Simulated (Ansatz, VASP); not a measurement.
**Ge: VASP beside Ansatz**

```
CELL_PARAMETERS angstrom
3.99565 0.00000 0.00000
-1.99782 3.46033 0.00000
0.00000 0.00000 6.30559
ATOMIC_POSITIONS crystal
Ge 0.66667 0.33333 0.05984
Ge 0.33333 0.66667 0.55984
Ge 0.66667 0.33333 0.44016
Ge 0.33333 0.66667 0.94016
```

Change from the starting cell: strain along c alone, the other axes held, atoms relaxed: -4.5 %.

Alike in both runs: functional r2SCAN; k mesh 12 × 12 × 6; occupations gaussian, width 0.01 eV; no spin polarisation.

Ansatz relaxed the structure, and its values are those at the end. VASP's run is a single point on that final structure, the one shown.

|  | VASP | Ansatz |
| --- | --- | --- |
| version | VASP 6.6.1 | Ansatz 0.2.0 |
| potentials or method | VASP PAW PBE potentials, release 64 (Ge_d), cutoff 520 eV | scalar-relativistic, plane waves, PAW |
| valence electrons in the cell | 56 | 56 |

|  | VASP | Ansatz | Ansatz less VASP |
| --- | --- | --- | --- |
| gap on the k mesh at the Fermi level (eV) | none | none | - |
| pressure (GPa) | 3.9 | 3.8 | -0.05 |
| rms of the force components (eV/Å) | 0.010 | 0.004 | -0.0053 |

VASP's potentials were made for PBE, not for r2SCAN. A gap of «none» marks a metal or a gap that the smearing closes. The functional is the same, so the differences come from potentials, cutoffs and numerics. Ansatz's warnings: stress scf threshold loose.
